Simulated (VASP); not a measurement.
SrO:

```
CELL_PARAMETERS angstrom
0.00000 2.59751 2.59751
2.59751 0.00000 2.59751
2.59751 2.59751 0.00000
ATOMIC_POSITIONS crystal
Sr 0.50000 0.50000 0.50000
O 0.00000 0.00000 0.00000
```

Base run:

* Program: VASP 6.6.1
* Functional: PBE
* Potentials or basis: VASP PAW PBE potentials, release 64 (Sr_sv, O)
* Cutoff: 520 eV
* k mesh: 12 × 12 × 12
* Occupations: gaussian, width 0.05 eV
* Spin: no spin polarisation

Its results: band gap on the k mesh 3.28 eV, indirect (least direct gap 3.39 eV); pressure 0.5 GPa.

Problem. The run is repeated on the same cell with these changes: functional from PBE to r2SCAN. What comes out?

Solution. Band gap on the k mesh 3.76 eV, indirect (least direct gap 3.86 eV); pressure -1.3 GPa.

r2SCAN gives the wider gap, since meta-GGAs in the generalised Kohn-Sham scheme recover part of the derivative discontinuity.

Caveats: the PAW data sets were made with another functional, which shifts forces and pressure a little (some runs).

A k mesh can miss the band edges.
